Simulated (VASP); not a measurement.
Set up this calculation in VASP 6.6.1, as the native input.

```
Task                   : single point
Functional             : PBE
Potentials or basis    : VASP PAW PBE potentials, release 64 (Re)
Cutoff                 : 520 eV
k mesh                 : 6 × 6 × 6
Occupations            : gaussian, width 0.2 eV
Spin                   : no spin polarisation
Dipole correction      : no
Further INCAR settings : ALGO = Fast; EDIFF = 1e-06; NBANDS = 38
```

The structure of Re lies in POSCAR:

```
Re
1.0
   -0.0001042514      3.9157411056      3.9156708117
    3.9154239806      0.0000140229      3.9155523323
    3.9154692516      3.9156677234     -0.0000313334
Re
8
Direct
    0.2501030395      0.2499904562      0.2499164053
    0.2500832757      0.2500842888      0.7498785476
    0.2500537160      0.7500230636      0.2499615001
    0.2499649222      0.7500177175      0.7499917530
    0.7500416487      0.2499488668      0.2499777725
    0.7499210362      0.2499866592      0.7500896640
    0.7498890940      0.7499733395      0.2501252272
    0.7499432679      0.7499756084      0.7500591303
```

This isn't the form of Re at room conditions, which is hcp.

The input as run:

INCAR

```
SYSTEM = Re
ALGO     = Fast           ! electronic algorithm
EDIFF    = 1E-6           ! SCF threshold, eV
ENCUT    = 520            ! plane-wave cutoff, eV
GGA      = PE             ! functional
ISIF     = 2              ! what is computed and relaxed
ISMEAR   = 0              ! smearing method
LASPH    = .TRUE.         ! aspherical terms in the spheres
LCHARG   = .FALSE.        ! write CHGCAR
LREAL    = .FALSE.        ! projectors in reciprocal space
LWAVE    = .FALSE.        ! write WAVECAR
NBANDS   = 38             ! bands
NELM     = 60             ! most SCF steps
PREC     = Accurate       ! precision mode
SIGMA    = 0.2            ! smearing width, eV
```

KPOINTS

```
k-points
0
G
  6 6 6
  0 0 0
```

Potentials or basis: VASP PAW PBE potentials, release 64 (Re).

Launch:

```bash
$ cat potpaw_PBE.64/Re/POTCAR > POTCAR
$ mpirun -np 1 vasp_std > vasp.out
```

It gave:

- Pressure: -0.6 GPa
- Largest force: 0.006 eV/Å
- Band gap on the k mesh: zero (bands 28 and 29 overlap by 1.86 eV)

Caveat: spin-orbit coupling is left out, which moves the levels of the heavy elements.

Wall time 12 min on 1 thread of Intel(R) Xeon(R) 6975P-C (Granite Rapids), with other jobs on the host, peak memory 0.52 GiB.
